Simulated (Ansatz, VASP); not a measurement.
**Two plane-wave programs on KI**

Contents of INCAR:

```
PREC = Accurate ; ENCUT = 520
EDIFF = 1E-7 ; ISMEAR = 0
SIGMA = 0.05 ; LREAL = F
LASPH = T ; NELM = 100
ALGO = Normal ; ISIF = 2
LWAVE = F ; LCHARG = F
GGA = PE ; NBANDS = 15
```

Contents of KPOINTS:

```
regular mesh
0
Gamma
  6 6 6
```

POSCAR

```
KI
1.0
   -0.0176227500      3.5245500000      3.5245500000
    3.5069272500      0.0000000000      3.5069272500
    3.5245500000      3.5245500000     -0.0176227500
K I
1 1
Direct
    0.0000000000      0.0000000000      0.0000000000
    0.5000000000      0.5000000000      0.5000000000
```

Input for Ansatz:

```yaml
crystal:
  lattice:
    - [-0.01762275, 3.52455, 3.52455]
    - [3.50692725, 0.0, 3.50692725]
    - [3.52455, 3.52455, -0.01762275]
  atoms:
    - { symbol: K, position: [0.0, 0.0, 0.0] }
    - { symbol: I, position: [0.5, 0.5, 0.5] }
basis:
  ecutwfc: 420
kpoints:
  mp_grid: { grid: [6, 6, 6] }
hamiltonian:
  xc: pbe
scf:
  occupations: { method: gaussian, width: 0.05 }
output:
  forces: true
  stress: true
  eigenvalues: true
```

Change from the starting cell: strain -0.0100 x Voigt [0, 0, 0, 0, 1, 0], atoms carried along.

Alike in both runs: task single point; functional PBE; k mesh 6 × 6 × 6; occupations gaussian, width 0.05 eV; no spin polarisation.

|  | VASP | Ansatz |
| --- | --- | --- |
| version | VASP 6.6.1 | Ansatz 0.2.0 |
| potentials or method | VASP PAW PBE potentials, release 64 (K_sv, I), cutoff 520 eV | scalar-relativistic, plane waves, PAW |
| valence electrons in the cell | 16 | 26 |

|  | VASP | Ansatz | Ansatz less VASP |
| --- | --- | --- | --- |
| gap on the k mesh at the Fermi level (eV) | 3.97 | 3.97 | +0.004 |
| least direct gap on the mesh (eV) | 3.97 | 3.97 | +0.004 |
| pressure (GPa) | 0.7 | 0.7 | -0.03 |

The functional is the same, so the differences come from potentials, cutoffs and numerics. VASP's potentials hold 16 valence electrons a cell and Ansatz's 26, so a difference there can come from the potentials and not from the codes.

Spin-orbit coupling is off throughout.
